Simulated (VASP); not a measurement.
Write the native input for VASP 6.6.1 that does the following.

| Quantity | Value |
| --- | --- |
| Task | single point |
| Functional | PBE |
| Potentials or basis | VASP PAW PBE potentials, release 64 (Zn, Se, O) |
| Cutoff | 600 eV |
| k mesh | 6 × 6 × 6 |
| Occupations | gaussian, width 0.02 eV |
| Spin | no spin polarisation |
| Dipole correction | no |
| Further INCAR settings | ALGO = Normal; EDIFF = 1e-06; NBANDS = 86 |

The structure of Zn4SeO3 lies in POSCAR:

```
Zn4SeO3
1.0
    6.9361549347      0.0000000000      0.0000000000
   -3.4680774674      6.0068863781      0.0000000000
    0.0000000000      0.0000000000      5.6061790820
Zn Se O
8 2 6
Direct
    0.3333333333      0.6666666667      0.4489065200
    0.2945506241      0.1472753121      0.3589739103
    0.8527246879      0.7054493759      0.3589739103
    0.8527246879      0.1472753121      0.3589739103
    0.6666666667      0.3333333333      0.9489065200
    0.1472753121      0.2945506241      0.8589739103
    0.7054493759      0.8527246879      0.8589739103
    0.1472753121      0.8527246879      0.8589739103
    0.6666666667      0.3333333333      0.5105638169
    0.3333333333      0.6666666667      0.0105638169
    0.1601664065      0.3203328131      0.5028693107
    0.1601664065      0.8398335935      0.5028693107
    0.6796671869      0.8398335935      0.5028693107
    0.3203328131      0.1601664065      0.0028693107
    0.8398335935      0.6796671869      0.0028693107
    0.8398335935      0.1601664065      0.0028693107
```

The input as run:

INCAR

```
PREC = Accurate
ENCUT = 600
EDIFF = 1E-6
ISMEAR = 0
SIGMA = 0.02
LREAL = F
LASPH = T
NELM = 120
ALGO = Normal
ISIF = 2
LWAVE = F
LCHARG = F
GGA = PE
NBANDS = 86
GGA_COMPAT = F
```

KPOINTS

```
Automatic mesh
0
Gamma
  6 6 6
```

Potentials or basis: VASP PAW PBE potentials, release 64 (Zn, Se, O).

Command:

```bash
$ cat potpaw_PBE.64/Zn/POTCAR potpaw_PBE.64/Se/POTCAR potpaw_PBE.64/O/POTCAR > POTCAR
$ mpirun -np 1 vasp_std > vasp.out
```

It gave:

The pressure is 0.5 GPa and the largest force is 0.025 eV/Å. The band gap on the k mesh is 0.58 eV, direct.

Run time: 28 min on 1 thread of Intel Xeon 8259CL (shared host), peak memory 0.73 GiB.
